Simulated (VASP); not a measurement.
# Mo: single point with PBEsol

Mo:

```
CELL_PARAMETERS angstrom
-1.56465 1.62724 1.56465
1.56465 -1.62724 1.56465
1.56465 1.62724 -1.56465
ATOMIC_POSITIONS crystal
Mo 0.00000 0.00000 0.00000
```

This cell differs from its parent crystal: strain +0.0400 x Voigt [0, 1, 0, 0, 0, 0].

```json
{
 "Program": "VASP 6.6.1",
 "Task": "single point",
 "Functional": "PBEsol",
 "Potentials or basis": "VASP PAW PBE potentials, release 64 (Mo_sv)",
 "Cutoff": "520 eV",
 "k mesh": "26 × 26 × 26",
 "Occupations": "gaussian, width 0.15 eV",
 "Spin": "no spin polarisation"
}
```

```json
{
 "Pressure": "-9.3 GPa",
 "Band gap on the k mesh": "zero (bands 7 and 8 overlap by 4.91 eV)"
}
```

Stress tensor (GPa, compression positive):
```
 -5.58   0.00   0.00
  0.00 -16.85   0.00
  0.00   0.00  -5.58
```

Levels at points of the mesh, in eV from the Fermi level:
| k point | band 3 | band 4 | band 5 | band 6 | band 7 | band 8 | band 9 | band 10 | band 11 | band 12 |
| --- | --- | --- | --- | --- | --- | --- | --- | --- | --- | --- |
| (0.00, 0.00, 0.00) | -34.51 | -34.51 | -7.21 | -1.44 | -1.44 | -1.02 | 1.33 | 1.88 | 14.33 | 15.05 |
| (0.50, 0.00, 0.00) | -34.91 | -34.51 | -5.21 | -3.15 | 1.36 | 1.45 | 2.28 | 4.61 | 11.23 | 11.96 |
| (0.00, 0.50, 0.00) | -34.97 | -34.55 | -5.26 | -3.60 | 1.76 | 2.01 | 2.45 | 4.72 | 11.61 | 11.81 |
| (0.50, 0.50, 0.50) | -35.39 | -35.39 | -5.36 | -5.26 | 3.83 | 3.96 | 3.96 | 8.22 | 9.23 | 9.23 |

It took 4.4 min on 1 thread of Intel Xeon 8259CL, with other jobs on the host, peak memory 0.35 GiB.

Caveat: the cell differs from its parent crystal (strain +0.0400 x Voigt [0, 1, 0, 0, 0, 0]); the stress differs along the axes, from -17 to -6 GPa; the PAW data sets were made with another functional, which shifts forces and pressure a little.
